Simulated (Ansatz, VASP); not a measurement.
Ba2C in VASP and in Ansatz

INCAR

```
SYSTEM = Ba2C
ALGO = Normal
EDIFF = 1E-6
ENCUT = 520
GGA = PE
ISIF = 2
ISMEAR = -1
LASPH = .True.
LCHARG = .True.
LELF = .True.
LREAL = .False.
LVHAR = .True.
LWAVE = .False.
NBANDS = 19
NELM = 80
PREC = Accurate
SIGMA = 0.02
```

Contents of KPOINTS:

```
k-points
0
Gamma
  6 6 6
  0 0 0
```

POSCAR

```
Ba2C
1.0
    0.0000000000      3.5066490138      3.5066490138
    3.5066490138      0.0000000000      3.5066490138
    3.5066490138      3.5066490138      0.0000000000
C Ba
1 2
Direct
    0.0000000000      0.0000000000      0.0000000000
    0.2500000000      0.2500000000      0.2500000000
    0.7500000000      0.7500000000      0.7500000000
```

Input for Ansatz:

```yaml
crystal:
  lattice:
    - [0.0, 3.5066490138, 3.5066490138]
    - [3.5066490138, 0.0, 3.5066490138]
    - [3.5066490138, 3.5066490138, 0.0]
  atoms:
    - { symbol: C, position: [0.0, 0.0, 0.0] }
    - { symbol: Ba, position: [0.25, 0.25, 0.25] }
    - { symbol: Ba, position: [0.75, 0.75, 0.75] }
kpoints:
  mp_grid: { grid: [6, 6, 6] }
  band_path:
    path:
      - [0.0, 0.0, 0.0]
      - [0.5, 0.0, 0.5]
      - [0.625, 0.25, 0.625]
      - [0.375, 0.375, 0.75]
      - [0.5, 0.5, 0.5]
      - [0.5, 0.25, 0.75]
      - [0.0, 0.3333333333, -0.3333333333]
    npoints: 1
hamiltonian:
  xc: pbe
scf:
  occupations: { method: fermi_dirac, width: 0.02 }
  n_extra_bands: 4
output:
  forces: true
  stress: true
  eigenvalues: true
```

Alike in both runs: task single point; functional PBE; k mesh 6 × 6 × 6; occupations fermi-dirac, width 0.02 eV; no spin polarisation.

```csv
,VASP,Ansatz
version,VASP 6.6.1,Ansatz 0.2.0
potentials or method,"VASP PAW PBE potentials, release 64 (C, Ba_sv)","plane waves, PAW"
plane-wave cutoff (eV),520,420
valence electrons in the cell,24,24
```

```csv
,VASP,Ansatz,Ansatz less VASP
pressure (GPa),1.6,0.3,-1.30
```

The functional is the same, so the differences come from potentials, cutoffs and numerics.

Spin-orbit coupling is off throughout.
